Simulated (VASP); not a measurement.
# H16SO10 in VASP: a series of runs

H16SO10 is run at these levels: PBE+D3(BJ); tasks: single point.

Program: VASP 6.6.1. These are calculated values, not measurements. Logs are shortened: lines on timing, memory, paths and dates and some standing lists are left out, and cuts for length are marked.

### Step 1. The cell of the first run

The cell holds an amorphous packing of atoms, 27 atoms: a = 6.310 Å, b = 6.310 Å, c = 6.310 Å, α = 90.00°, β = 90.00°, γ = 90.00°.

### Step 2. Single point, PBE+D3(BJ)

The input, INCAR:

```
ALGO = Normal ; EDIFF = 1E-7
ENCUT = 520 ; GGA = PE
ISIF = 2 ; ISMEAR = -1
IVDW = 12 ; LASPH = True
LCHARG = False ; LREAL = Auto
LWAVE = False ; NBANDS = 60
NELM = 100 ; PREC = Accurate
SIGMA = 0.05
```

The input, KPOINTS:

```
k-points
0
Gamma
  1 1 1
```

The input, POSCAR:

```
H16SO10
1.0
    6.3096690000      0.0000000000      0.0000000000
    0.0000000000      6.3096690000      0.0000000000
    0.0000000000      0.0000000000      6.3096690000
O H S
10 16 1
Direct
    0.6234875395      0.1143958582      0.5811398348
   -0.0596069303      0.0399387036      0.1265993509
    0.2007712290      0.3666594872      0.1756035063
    0.6011725813      0.3859790426     -0.1227956649
    0.4218604811      0.9810815750      0.0989750809
    0.9509056656      0.5271116440      0.6669605014
    0.0829520534      0.0067356941      0.5935176631
    0.2587457440      0.6697023251      0.8883191812
    0.7289447355      0.5782395241      0.2118494647
    0.4004647470      0.6334405180      0.4482010071
    0.6189389649      0.2392993991      0.6637115196
    0.7862060593      0.0722383377      0.5940882160
    0.0319034168      0.1801996270      0.1499761715
    0.0338686546     -0.0611917994      0.0531089666
    0.2032277763      0.4770139289      0.0587986470
    0.2537058600      0.4570287284      0.2892861733
    0.4895819416      0.4702306888     -0.1698504311
    0.6451051553      0.4413385235      0.0163241527
    0.4044586174      1.0386440240      0.2422948018
    0.5221351548      1.0793117674      0.0266891972
    0.9206188153      0.4117014696      0.5669394068
    0.8281575468      0.4992020976      0.7589146118
    0.1830999376      0.1269163248      0.5489669902
    0.0495588596     -0.0448517981      0.4449203278
    0.1431453853      0.7073429684      0.7881237510
    0.3239631112      0.7941938000      0.9305400965
    0.6104123687      0.7018593210      0.3639652096
```

Potentials or basis: VASP PAW PBE potentials, release 64 (O, H, S).

Launch:

```
> cat potpaw_PBE.64/O/POTCAR potpaw_PBE.64/H/POTCAR potpaw_PBE.64/S/POTCAR > POTCAR
> mpirun -np 1 vasp_gam > vasp.out
```

OUTCAR:

```text
EDIFF = 1E-7
   ENCUT = 520
   GGA = PE
   ISIF = 2
   ISMEAR = -1
   IVDW = 12
   LASPH = True
   LREAL = Auto
   NELM = 100
   PREC = Accurate
 IVDW          = 12

 ion  position               nearest neighbor table
   1  0.623  0.114  0.581-  11 0.95  12 1.06
   2  0.940  0.040  0.127-  14 0.98  13 1.07
   3  0.201  0.367  0.176-  16 0.98  15 1.01
   4  0.601  0.386  0.877-  17 0.93  18 0.98
   5  0.422  0.981  0.099-  19 0.98  20 1.00
   6  0.951  0.527  0.667-  21 0.98  22 0.98
   7  0.083  0.007  0.594-  24 1.01  23 1.03
   8  0.259  0.670  0.888-  26 0.93  25 0.99
   9  0.729  0.578  0.212-  27 1.45
  10  0.400  0.633  0.448-  27 1.49
  11  0.619  0.239  0.664-   1 0.95
  12  0.786  0.072  0.594-   1 1.06
  13  0.032  0.180  0.150-   2 1.07
  14  0.034  0.939  0.053-   2 0.98
[... 10 lines left out ...]
  25  0.143  0.707  0.788-   8 0.99
  26  0.324  0.794  0.931-   8 0.93
  27  0.610  0.702  0.364-   9 1.45  10 1.49

  LATTYP: Found a simple cubic cell.
 ALAT       =     6.3096690000

  Lattice vectors:

 A1 = (   6.3096690000,   0.0000000000,   0.0000000000)
 A2 = (   0.0000000000,   6.3096690000,   0.0000000000)
 A3 = (   0.0000000000,   0.0000000000,   6.3096690000)

Analysis of symmetry for initial positions (statically):
=====================================================================
 Subroutine PRICEL returns:
 Original cell was already a primitive cell.

 Routine SETGRP: Setting up the symmetry group for a
 simple cubic supercell.

 Subroutine GETGRP returns: Found  1 space group operations
 (whereof  1 operations were pure point group operations)
 out of a pool of 48 trial point group operations.

The static configuration has the point symmetry C_1 .

Analysis of symmetry for dynamics (positions and initial velocities):
=====================================================================
 Subroutine PRICEL returns:
 Original cell was already a primitive cell.

 Routine SETGRP: Setting up the symmetry group for a
 simple cubic supercell.

 Subroutine GETGRP returns: Found  1 space group operations
 (whereof  1 operations were pure point group operations)
 out of a pool of 48 trial point group operations.

The dynamic configuration has the point symmetry C_1 .

 Subroutine INISYM returns: Found  1 space group operations
 (whereof  1 operations are pure point group operations),
 and found     1 'primitive' translations

----------------------------------------------------------------------------------------

                                     Primitive cell

  volume of cell :     251.2001

  direct lattice vectors                    reciprocal lattice vectors
     6.309669000  0.000000000  0.000000000     0.158486919  0.000000000  0.000000000
     0.000000000  6.309669000  0.000000000     0.000000000  0.158486919  0.000000000
     0.000000000  0.000000000  6.309669000     0.000000000  0.000000000  0.158486919

  length of vectors
     6.309669000  6.309669000  6.309669000     0.158486919  0.158486919  0.158486919

  position of ions in fractional coordinates (direct lattice)
     0.623487539  0.114395858  0.581139835
     0.940393070  0.039938704  0.126599351
     0.200771229  0.366659487  0.175603506
     0.601172581  0.385979043  0.877204335
     0.421860481  0.981081575  0.098975081
     0.950905666  0.527111644  0.666960501
[... 19 lines left out ...]
     0.323963111  0.794193800  0.930540097
     0.610412369  0.701859321  0.363965210

  ion indices of the primitive-cell ions
   primitive index   ion index
                 1           1
                 2           2
                 3           3
                 4           4
                 5           5
                 6           6
[... 19 lines left out ...]
                26          26
                27          27

----------------------------------------------------------------------------------------

 KPOINTS: k-points

Automatic generation of k-mesh.
 Grid dimensions read from file:
 generate k-points for:    1    1    1

 Generating k-lattice:

  Cartesian coordinates                     Fractional coordinates (reciprocal lattice)
     0.158486919  0.000000000  0.000000000     1.000000000  0.000000000  0.000000000
     0.000000000  0.158486919  0.000000000     0.000000000  1.000000000  0.000000000
     0.000000000  0.000000000  0.158486919     0.000000000  0.000000000  1.000000000

  Length of vectors
     0.158486919  0.158486919  0.158486919

  Shift w.r.t. Gamma in fractional coordinates (k-lattice)
     0.000000000  0.000000000  0.000000000

 Subroutine IBZKPT returns following result:
 ===========================================

 Found      1 irreducible k-points:

 Following reciprocal coordinates:
            Coordinates               Weight
  0.000000  0.000000  0.000000      1.000000
   k-points           NKPTS =      1   k-points in BZ     NKDIM =      1   number of bands    NBANDS=     60
   number of dos      NEDOS =    301   number of ions     NIONS =     27
   total plane-waves  NPLWV = 110592
   dimension x,y,z NGX =    48 NGY =   48 NGZ =   48
   dimension x,y,z NGXF=    96 NGYF=   96 NGZF=   96
   ions per type =              10  16   1
   NGX,Y,Z   is equivalent  to a cutoff of  12.65, 12.65, 12.65 a.u.
   NGXF,Y,Z  is equivalent  to a cutoff of  25.29, 25.29, 25.29 a.u.
 SYSTEM =  unknown system
   PREC   = accura    normal or accurate (medium, high low for compatibility)
   ISTART =      0    job   : 0-new  1-cont  2-samecut
   ICHARG =      2    charge: 1-file 2-atom 10-const
   ISPIN  =      1    spin polarized calculation?
   LNONCOLLINEAR =      F non collinear calculations
   LSORBIT =      F    spin-orbit coupling
   LASPH  =      T    aspherical Exc in radial PAW
   ENCUT  =  520.0 eV  38.22 Ry    6.18 a.u.  11.73 11.73 11.73*2*pi/ulx,y,z
   NELM   =    100;   NELMIN=  2; NELMDL= -5     # of ELM steps
   EDIFF  = 0.1E-06   stopping-criterion for ELM
   LREAL  =      T    real-space projection
   EDIFFG = 0.1E-05   stopping-criterion for IOM
   NSW    =      0    number of steps for IOM
   IBRION =     -1    ionic relax: 0-MD 1-quasi-New 2-CG
   NFREE  =      0    steps in history (QN), initial steepest desc. (CG)
   ISIF   =      2    stress and relaxation
   ISYM   =      2    0-nonsym 1-usesym 2-fastsym
   POTIM  = 0.5000    time-step for ionic-motion
   TEBEG  =    0.0;   TEEND  =   0.0 temperature during run
   PSTRESS=    0.0 pullay stress
   NELECT =      82.0000    total number of electrons
   NUPDOWN=      -1.0000    fix difference up-down
   EMIN   =  10.00;   EMAX   =-10.00  energy-range for DOS
   EFERMI =   0.00;   METHOD = LEGACY
   ISMEAR =    -1;   SIGMA  =   0.05  broadening in eV -4-tet -1-fermi 0-gaus
   EFERMI_NEDOS =   21; number of points for ismear=-14 and -15
   IALGO  =     38    algorithm
   IMIX   =      4    mixing-type and parameters
     AMIX     =   0.40;   BMIX     =  1.00
     AMIX_MAG =   1.60;   BMIX_MAG =  1.00
  volume/ion in A,a.u.               =       9.30        62.78
  Fermi-wavevector in a.u.,A,eV,Ry     =   1.127214  2.130125 17.287704  1.270610
  Thomas-Fermi vector in A             =   2.263899
   LORBIT       =      0    0 simple, 1 ext, 2 COOP (PROOUT), +10 PAW based schemes
   GGA     = PE    functional components
   LHFCALC =     F    Hartree Fock is set to
   AEXX    =    0.0000 exact exchange contribution
   IVDW    =    12    specifies the selected vdW correction
   LEPSILON=     F    determine dielectric tensor
   LRPA    =     F    only Hartree local field effects (RPA)
 non-spin polarized calculation
  energy-cutoff  :      520.00
  volume of cell :      251.20
 maximum number of plane-waves:      3382
 NGX is ok and might be reduce to    48
   NGX = 23   NGY = 23   NGZ = 23

 number of electron      81.9999998 magnetization

 Free energy of the ion-electron system (eV)
  ---------------------------------------------------
  ext. energy  EPLUGINS =         0.00000000
  ---------------------------------------------------
  free energy    TOTEN  =      -132.28116527 eV

  energy without entropy =     -132.28116527  energy(sigma->0) =     -132.28116527

 E-fermi :  -0.9444     XC(G=0):  -7.7324

 val. band max:       -2.0540098982   @ k =   0.0000   0.0000   0.0000
 cond. band min:       0.1609317871   @ k =   0.0000   0.0000   0.0000
 fundamental gap:      2.2149416853
 Fermi energy:        -0.9444151498

 k-point     1 :       0.0000    0.0000    0.0000
  band No.  band energies     occupation
      1     -24.3181      2.00000
      2     -22.0493      2.00000
      3     -21.8253      2.00000
      4     -21.4091      2.00000
      5     -21.1001      2.00000
      6     -20.8880      2.00000
[... 45 lines left out ...]
     52       7.5830      0.00000
     53       8.0536      0.00000
 [bands above 53 left out]

------------------------ aborting loop because EDIFF is reached ----------------------------------------

 Edisp (eV)   -1.31592

 E8    (eV) :    -0.2982

  FORCE on cell =-STRESS in cart. coord.  units (eV):
  Direction    XX          YY          ZZ          XY          YZ          ZX
  --------------------------------------------------------------------------------------
  -------------------------------------------------------------------------------------
  Total      -1.53194     3.50773     2.55970    -1.01266     6.23017     1.03187
  in kB      -9.77083    22.37264    16.32602    -6.45885    39.73659     6.58134
  external pressure =        9.64 kB  Pullay stress =        0.00 kB

 VOLUME and BASIS-vectors are now :
 -----------------------------------------------------------------------------
  energy-cutoff  :      520.00
  volume of cell :      251.20
      direct lattice vectors                 reciprocal lattice vectors
     6.309669000  0.000000000  0.000000000     0.158486919  0.000000000  0.000000000
     0.000000000  6.309669000  0.000000000     0.000000000  0.158486919  0.000000000
     0.000000000  0.000000000  6.309669000     0.000000000  0.000000000  0.158486919

 POSITION                                       TOTAL-FORCE (eV/Angst)
 -----------------------------------------------------------------------------------
      3.93400      0.72180      3.66680         2.843237     -2.295293     -1.482821
      5.93357      0.25200      0.79880         0.990983      1.105964      0.567886
      1.26680      2.31350      1.10800        -0.132148      0.651060     -0.511374
      3.79320      2.43540      5.53487         2.014626     -1.367903      0.504818
      2.66180      6.19030      0.62450         1.014614      0.321813      0.240633
      5.99990      3.32590      4.20830        -0.803241     -0.602260     -0.820463
[... 19 lines left out ...]
      2.04410      5.01110      5.87140         1.319623      2.590290      1.075463
      3.85150      4.42850      2.29650        -0.840812      1.212707      1.514043
 -----------------------------------------------------------------------------------
    total drift:                                0.004985     -0.006402      0.003732

  FREE ENERGIE OF THE ION-ELECTRON SYSTEM (eV)
  ---------------------------------------------------
  free  energy   TOTEN  =      -133.5970817335 eV

  energy  without entropy=     -133.5970817324  energy(sigma->0) =     -133.59708173
```

It took 26 s on 1 thread of Intel Xeon Platinum 8488C (Sapphire Rapids), shared host; peak memory 0.3 GiB.

Results:

```yaml
Free_energy: -133.5971 eV
Pressure: 1.0 GPa
Largest_force: 3.943 eV/Å
Band_gap_on_the_k_mesh: 2.21 eV
Dispersion_energy_per_atom: -0.049 eV
```

Forces in eV/Å, atoms in the order of the input:
```
O    2.843 -2.295 -1.483
O    0.991  1.106  0.568
O   -0.132  0.651 -0.511
O    2.015 -1.368  0.505
O    1.015  0.322  0.241
O   -0.803 -0.602 -0.820
O    1.027  1.170 -2.395
O   -1.849 -2.307 -1.266
O   -0.222 -0.726 -0.199
O    1.588 -0.088 -1.025
H   -0.163  1.138  1.280
H   -2.612  0.609 -0.230
H   -0.903 -1.785 -0.494
H   -0.308  0.615  0.214
H   -0.166 -0.544  0.040
H   -0.018 -0.129  0.656
H   -2.428  1.800 -0.483
H    0.007  0.010  0.248
H    0.052  0.215 -0.482
H   -0.413 -0.322  0.376
H    0.625  0.321 -0.207
H   -0.154  0.155  0.594
H   -1.180 -1.417  1.071
H   -0.009  0.157  1.065
H    0.719 -0.488  0.147
H    1.320  2.590  1.075
S   -0.841  1.213  1.514
```

Caveat: the k points lie up to 1.00 Å⁻¹ apart.

(Part 1 of 4 ends here.)
